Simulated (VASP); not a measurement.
# CuI (F-43m) in VASP: a series of runs, part 2 of 2

VASP 6.6.1. Earlier steps stand in the parts before.

### Step 3. Single point, PBE+D3(BJ)

This run uses another cell than the first one, of 27.86 Å³/atom.

INCAR

```
SYSTEM = CuI
ALGO = Normal
EDIFF = 1E-6
ENCUT = 520
GGA = PE
ISIF = 2
ISMEAR = -1
IVDW = 12
LASPH = .TRUE.
LCHARG = .FALSE.
LREAL = .FALSE.
LWAVE = .FALSE.
NBANDS = 16
NELM = 60
PREC = Accurate
SIGMA = 0.05
```

KPOINTS

```
k-points
0
G
  8 8 8
  0 0 0
```

POSCAR

```
CuI
1.0
    0.0000000000      3.0315000000      3.0315000000
    3.0315000000      0.0000000000      3.0315000000
    3.0315000000      3.0315000000      0.0000000000
I Cu
1 1
Direct
    0.0000000000      0.0000000000      0.0000000000
    0.7500000000      0.7500000000      0.7500000000
```

Potentials or basis: VASP PAW PBE potentials, release 64 (I, Cu).

Run with:

```sh
$ cat potpaw_PBE.64/I/POTCAR potpaw_PBE.64/Cu/POTCAR > POTCAR
$ mpirun -np 1 vasp_std > vasp.out
```

OUTCAR:

```text
SYSTEM = CuI
   EDIFF = 1E-6
   ENCUT = 520
   GGA = PE
   ISIF = 2
   ISMEAR = -1
   IVDW = 12
   LASPH = .TRUE.
   LREAL = .FALSE.
   NELM = 60
   PREC = Accurate
 IVDW          = 12

 ion  position               nearest neighbor table
   1  0.000  0.000  0.000-   2 2.63   2 2.63   2 2.63   2 2.63
   2  0.750  0.750  0.750-   1 2.63   1 2.63   1 2.63   1 2.63

  LATTYP: Found a face centered cubic cell.
 ALAT       =     6.0630000000

  Lattice vectors:

 A1 = (   0.0000000000,   3.0315000000,   3.0315000000)
 A2 = (   3.0315000000,   0.0000000000,   3.0315000000)
 A3 = (   3.0315000000,   3.0315000000,   0.0000000000)

Analysis of symmetry for initial positions (statically):
=====================================================================
 Subroutine PRICEL returns:
 Original cell was already a primitive cell.

 Routine SETGRP: Setting up the symmetry group for a
 face centered cubic supercell.

 Subroutine GETGRP returns: Found 24 space group operations
 (whereof 24 operations were pure point group operations)
 out of a pool of 48 trial point group operations.

[... 160 lines left out ...]

 E-fermi :   5.0411     XC(G=0):  -8.9377

 val. band max:        4.4282276324   @ k =   0.0000   0.0000   0.0000
 cond. band min:       5.5729020761   @ k =   0.0000   0.0000   0.0000
 fundamental gap:      1.1446744437
 Fermi energy:         5.0410982656

 k-point     1 :       0.0000    0.0000    0.0000
  band No.  band energies     occupation
      1      -9.5790      2.00000
      2       0.7908      2.00000
      3       0.7908      2.00000
      4       0.7908      2.00000
      5       2.5760      2.00000
      6       2.5760      2.00000
[... 433 lines left out ...]
      3       0.2532      2.00000
      4       0.7648      2.00000
      5       2.5123      2.00000
      6       2.5873      2.00000
[... 8 lines left out ...]
     15      15.1779      0.00000
     16      15.7345      0.00000

 [... further k-points ...]

------------------------ aborting loop because EDIFF is reached ----------------------------------------

 Edisp (eV)   -0.68425

 E8    (eV) :    -0.2999

  FORCE on cell =-STRESS in cart. coord.  units (eV):
  Direction    XX          YY          ZZ          XY          YZ          ZX
  --------------------------------------------------------------------------------------
  -------------------------------------------------------------------------------------
  Total      -0.53846    -0.53846    -0.53846    -0.00000    -0.00000    -0.00000
  in kB     -15.48334   -15.48334   -15.48334    -0.00000    -0.00000    -0.00000
  external pressure =      -15.48 kB  Pullay stress =        0.00 kB

 VOLUME and BASIS-vectors are now :
 -----------------------------------------------------------------------------
  energy-cutoff  :      520.00
  volume of cell :       55.72
      direct lattice vectors                 reciprocal lattice vectors
     0.000000000  3.031500000  3.031500000    -0.164934851  0.164934851  0.164934851
     3.031500000  0.000000000  3.031500000     0.164934851 -0.164934851  0.164934851
     3.031500000  3.031500000  0.000000000     0.164934851  0.164934851 -0.164934851

 POSITION                                       TOTAL-FORCE (eV/Angst)
 -----------------------------------------------------------------------------------
      0.00000      0.00000      0.00000        -0.000000     -0.000000     -0.000000
      4.54725      4.54725      4.54725         0.000000      0.000000      0.000000
 -----------------------------------------------------------------------------------
    total drift:                               -0.000001     -0.000001     -0.000000

  FREE ENERGIE OF THE ION-ELECTRON SYSTEM (eV)
  ---------------------------------------------------
  free  energy   TOTEN  =        -6.2462294946 eV

  energy  without entropy=       -6.2462293728  energy(sigma->0) =       -6.24622943
```

OSZICAR:

```text
N       E                     dE             d eps       ncg     rms          rms(c)
DAV:   1     0.946439773501E+02    0.94644E+02   -0.74612E+03   928   0.119E+03
DAV:   2     0.294075423353E+00   -0.94350E+02   -0.85231E+02  1008   0.227E+02
DAV:   3    -0.560841731635E+01   -0.59025E+01   -0.58120E+01  1248   0.607E+01
DAV:   4    -0.577024322438E+01   -0.16183E+00   -0.16176E+00  1072   0.959E+00
DAV:   5    -0.577920532003E+01   -0.89621E-02   -0.89618E-02  1480   0.251E+00    0.529E+00
DAV:   6    -0.570426870110E+01    0.74937E-01   -0.26418E+00   952   0.436E+01    0.338E+00
DAV:   7    -0.556270487166E+01    0.14156E+00   -0.63667E-01   992   0.261E+01    0.167E+00
DAV:   8    -0.556388082216E+01   -0.11760E-02   -0.32791E-02  1456   0.244E+00    0.443E-01
DAV:   9    -0.556179763687E+01    0.20832E-02   -0.79426E-03  1192   0.261E+00    0.134E-01
DAV:  10    -0.556197709261E+01   -0.17946E-03   -0.57329E-04  1080   0.149E-01    0.362E-02
DAV:  11    -0.556198137182E+01   -0.42792E-05   -0.14205E-04  1248   0.338E-01    0.290E-02
DAV:  12    -0.556198108539E+01    0.28642E-06   -0.99026E-06  1448   0.452E-02
   1 F= -.62462295E+01 E0= -.62462294E+01  d E =-.121818E-06
```

Wall time 36 s (1 thread of Intel Xeon 8259CL, shared host); peak memory 0.19 GiB.

What came out:

```yaml
Free_energy: -6.2462 eV
Pressure: -1.5 GPa
Band_gap_on_the_k_mesh: 1.14 eV
Dispersion_energy_per_atom: -0.342 eV
```

Caveat: spin-orbit coupling is left out, which moves the levels of the heavy elements. PBE gaps usually lie below the measured ones, often by a third to a half.

### Step 4. Single point, r2SCAN, non-collinear spin, zero start, spin-orbit coupling

This run uses another cell than the first one, of 27.86 Å³/atom.

POSCAR is that of step 3.

INCAR.step1

```
PREC     = Accurate       # precision mode
ENCUT    = 520            # plane-wave cutoff, eV
ISMEAR   = 1              # smearing method
SIGMA    = 0.15           # smearing width, eV
LREAL    = False          # projectors in reciprocal space
LASPH    = True           # aspherical terms in the spheres
NELM     = 150            # most SCF steps
LNONCOLLINEAR= True           # non-collinear magnetism
MAGMOM   = 0 0 0 0 0 0    # initial moments
LSORBIT  = True           # spin-orbit coupling
GGA_COMPAT= False        
LMAXMIX  = 4              # l up to which the mixer works
NBANDS   = 30             # bands
GGA      = PE             # functional
ALGO     = Normal         # electronic algorithm
EDIFF    = 1E-4           # SCF threshold, eV
LWAVE    = True           # write WAVECAR
LCHARG   = False          # write CHGCAR
```

INCAR.step2

```
PREC     = Accurate       # precision mode
ENCUT    = 520            # plane-wave cutoff, eV
EDIFF    = 1E-7           # SCF threshold, eV
ISMEAR   = 1              # smearing method
SIGMA    = 0.15           # smearing width, eV
LREAL    = False          # projectors in reciprocal space
LASPH    = True           # aspherical terms in the spheres
NELM     = 150            # most SCF steps
ALGO     = Normal         # electronic algorithm
ISIF     = 2              # what is computed and relaxed
LWAVE    = False          # write WAVECAR
LCHARG   = False          # write CHGCAR
LNONCOLLINEAR= True           # non-collinear magnetism
MAGMOM   = 0 0 0 0 0 0    # initial moments
LORBIT   = 11             # projections on sites
LSORBIT  = True           # spin-orbit coupling
GGA_COMPAT= False        
LORBMOM  = True         
LMAXMIX  = 4              # l up to which the mixer works
METAGGA  = R2SCAN         # meta-GGA
LMIXTAU  = True         
NBANDS   = 30             # bands
ISTART   = 1
```

KPOINTS

```
Automatic mesh
0
Gamma
  5 5 5
```

Potentials or basis: VASP PAW PBE potentials, release 64 (I, Cu).

Run with:

```sh
$ cat potpaw_PBE.64/I/POTCAR potpaw_PBE.64/Cu/POTCAR > POTCAR
$ cp INCAR.step1 INCAR
$ mpirun -np 1 vasp_ncl > vasp.out
$ cp INCAR.step2 INCAR
$ mpirun -np 1 vasp_ncl > vasp.out
```

OUTCAR:

```text
PREC = Accurate
   ENCUT = 520
   EDIFF = 1E-7
   ISMEAR = 1
   LREAL = False
   LASPH = True
   NELM = 150
   ISIF = 2
   LNONCOLLINEAR = True
   LORBIT = 11
   LSORBIT = True
   METAGGA = R2SCAN
   ISTART = 1

 ion  position               nearest neighbor table
   1  0.000  0.000  0.000-   2 2.63   2 2.63   2 2.63   2 2.63
   2  0.750  0.750  0.750-   1 2.63   1 2.63   1 2.63   1 2.63

  LATTYP: Found a face centered cubic cell.
 ALAT       =     6.0630000000

  Lattice vectors:

 A1 = (   0.0000000000,   3.0315000000,   3.0315000000)
 A2 = (   3.0315000000,   0.0000000000,   3.0315000000)
[... 744 lines left out ...]
    -0.0009949    -0.0002487     0.0000000    -0.0002487     0.0000000
 l=   3
     0.0000000     0.0000000     0.0000000     0.0000000     0.0000000     0.0000000     0.0000000
     0.0000000     0.0000000     0.0000000     0.0000000     0.0000000     0.0000000     0.0000000
     0.0000000     0.0000000     0.0000000     0.0000000     0.0000000     0.0000000     0.0000000
     0.0000000     0.0000000     0.0000000     0.0000000     0.0000000     0.0000000     0.0000000
     0.0000000     0.0000000     0.0000000     0.0000000     0.0000000     0.0000000     0.0000000
     0.0000000     0.0000000     0.0000000     0.0000000     0.0000000     0.0000000     0.0000000
     0.0000000     0.0000000     0.0000000     0.0000000     0.0000000     0.0000000     0.0000000

 total charge

# of ion       s       p       d       tot
------------------------------------------
    1        1.491   2.813   0.053   4.357
    2        0.317   0.266   9.365   9.948
--------------------------------------------------
tot          1.809   3.079   9.418  14.306

 magnetization (x)

# of ion       s       p       d       tot
------------------------------------------
    1        0.000  -0.000   0.000  -0.000
    2       -0.000  -0.000  -0.000  -0.000
--------------------------------------------------
tot         -0.000  -0.000  -0.000  -0.000

 magnetization (y)

# of ion       s       p       d       tot
------------------------------------------
    1        0.000   0.000   0.000   0.000
    2        0.000   0.000   0.000   0.000
--------------------------------------------------
tot          0.000   0.000   0.000   0.000

 magnetization (z)

# of ion       s       p       d       tot
------------------------------------------
    1        0.000  -0.000   0.000  -0.000
    2        0.000  -0.000   0.000   0.000
--------------------------------------------------
tot          0.000  -0.000   0.000  -0.000
```

OUTCAR.step1:

```text
PREC = Accurate
   ENCUT = 520
   ISMEAR = 1
   LREAL = False
   LASPH = True
   NELM = 150
   LNONCOLLINEAR = True
[... 736 lines left out ...]
     0.0000000     0.0000000     0.0000000     0.0000000     0.0000000     0.0000000     0.0000000
     0.0000000     0.0000000     0.0000000     0.0000000     0.0000000     0.0000000     0.0000000
     0.0000000     0.0000000     0.0000000     0.0000000     0.0000000     0.0000000     0.0000000
     0.0000000     0.0000000     0.0000000     0.0000000     0.0000000     0.0000000     0.0000000
     0.0000000     0.0000000     0.0000000     0.0000000     0.0000000     0.0000000     0.0000000

=======================================================================

 ========================================================
```

Run time: 7.2 min. Hardware: 1 thread of Intel Xeon 8259CL, shared host; peak memory 0.38 GiB.

What came out:

- Free energy: -35.9064 eV
- Pressure: -0.7 GPa
- Net moment: 0.00 μB per cell
- Valence electrons inside the program's atomic spheres: I 4.36; Cu 9.95

Moments on the atoms (μB; x, y, z):
```
I   0.00 0.00 0.00
Cu  0.00 0.00 0.00
```

Caveat: the PAW data sets were made with another functional, which shifts forces and pressure a little.

### Step 5. The runs side by side

```csv
level,spin,cell,k mesh,smearing,grid for exact exchange (PRECFOCK),share of exact exchange,screening parameter,gap on the mesh (eV),pressure (GPa)
HSE06,off,"a = 4.317 Å, angles 60.0°, 2 atoms",4 × 4 × 4,fermi-dirac 0.05 eV,Normal,0.25,0.2079 1/Å,2.55,-0.1
PBE+D3(BJ),off,"a = 4.287 Å, angles 60.0°, 2 atoms",8 × 8 × 8,fermi-dirac 0.05 eV,-,-,-,1.14,-1.5
r2SCAN,"non-collinear, zero start, SOC","a = 4.287 Å, angles 60.0°, 2 atoms",5 × 5 × 5,methfessel-paxton 0.15 eV,-,-,-,-,-0.7
```

Alike in all rows: task single point; potentials or basis VASP PAW PBE potentials, release 64 (I, Cu); cutoff (eV) 520.

Caveats: some runs use coarse meshes; the PAW data sets were made with another functional, which shifts forces and pressure a little (at least some runs); spin-orbit coupling is left out, which moves the levels of the heavy elements (at least some runs).

Total energies depend on the potentials used, so only differences within one code and one set of settings carry meaning.
